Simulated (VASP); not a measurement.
A run of VASP 6.6.1 is set up as follows.

The input POSCAR:

```
Ir
1.0
    0.0000000000      1.9228532932      1.9228532932
    1.9228532932      0.0000000000      1.9228532932
    1.9228532932      1.9228532932      0.0000000000
Ir
1
Direct
    0.0000000000      0.0000000000      0.0000000000
```

The input INCAR.step1:

```
  PREC = Accurate
  ENCUT = 620
  ISMEAR = -1
  SIGMA = 0.1
  LREAL = False
  LASPH = True
  NELM = 120
  NBANDS = 14
  GGA = PE
  ALGO = Normal
  EDIFF = 1E-5
  LWAVE = True
  LCHARG = False
  GGA_COMPAT = False
```

The input INCAR.step2:

```
  PREC = Accurate
  ENCUT = 620
  EDIFF = 1E-6
  ISMEAR = -1
  SIGMA = 0.1
  LREAL = False
  LASPH = True
  NELM = 120
  ALGO = Normal
  ISIF = 2
  LWAVE = False
  LCHARG = False
  METAGGA = R2SCAN
  LMIXTAU = True
  NBANDS = 14
  ISTART = 1
  GGA_COMPAT = False
```

The input KPOINTS:

```
Automatic mesh
0
Gamma
  19 19 19
```

Potentials or basis: VASP PAW PBE potentials, release 64 (Ir_sv_GW).

Run with:

```bash
$ cat potpaw_PBE.64/Ir_sv_GW/POTCAR > POTCAR
$ cp INCAR.step1 INCAR
$ mpirun -np 1 vasp_std > vasp.out
$ cp INCAR.step2 INCAR
$ mpirun -np 1 vasp_std > vasp.out
```

Question: What does it give for the band gap on the k mesh?

Answer: Zero (an odd number of electrons rules out a gap without spin polarisation).

Question: Predict the pressure.

Answer: -1.0 GPa.

Caveat: the PAW data sets were made with another functional, which shifts forces and pressure a little; spin-orbit coupling is left out, which moves the levels of the heavy elements.
